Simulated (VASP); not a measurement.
HgTe, 2 atoms in the cell. Symmetry: F-43m, No. 216, cubic system. Conventional cell: a = 6.315 Å, b = 6.315 Å, c = 6.315 Å, α = 90.00°, β = 90.00°, γ = 90.00°. Within 3.6 Å of Hg (site symmetry -43m) lie 4 Te at 2.73 Å. Te (site symmetry -43m) has 4 Hg at 2.73 Å within 3.6 Å.  This cell differs from its parent crystal: volume scaled by 0.94.

- Program: VASP 6.6.1
- Task: electric field gradients
- Functional: PBEsol
- Potentials or basis: VASP PAW PBE potentials, release 64 (Hg, Te)
- Cutoff: 520 eV
- k mesh: 9 × 9 × 9
- Occupations: fermi-dirac, width 0.05 eV
- Spin: no spin polarisation
- Dipole correction: no
- Further INCAR settings: ALGO = Normal; EDIFF = 1e-08; NBANDS = 16

Potentials or basis: VASP PAW PBE potentials, release 64 (Hg, Te).

Command:

```console
$ cat potpaw_PBE.64/Hg/POTCAR potpaw_PBE.64/Te/POTCAR > POTCAR
$ mpirun -np 1 vasp_std > vasp.out
```

Hardware: 1 thread of Intel(R) Xeon(R) 6975P-C (Granite Rapids), with other jobs on the host.

Task: Estimate the wall time of this run.

Result: Wall time 17 s on 1 thread of Intel(R) Xeon(R) 6975P-C (Granite Rapids), on a shared host, peak memory 0.21 GiB. Counts: scf iterations 15, k points 35.
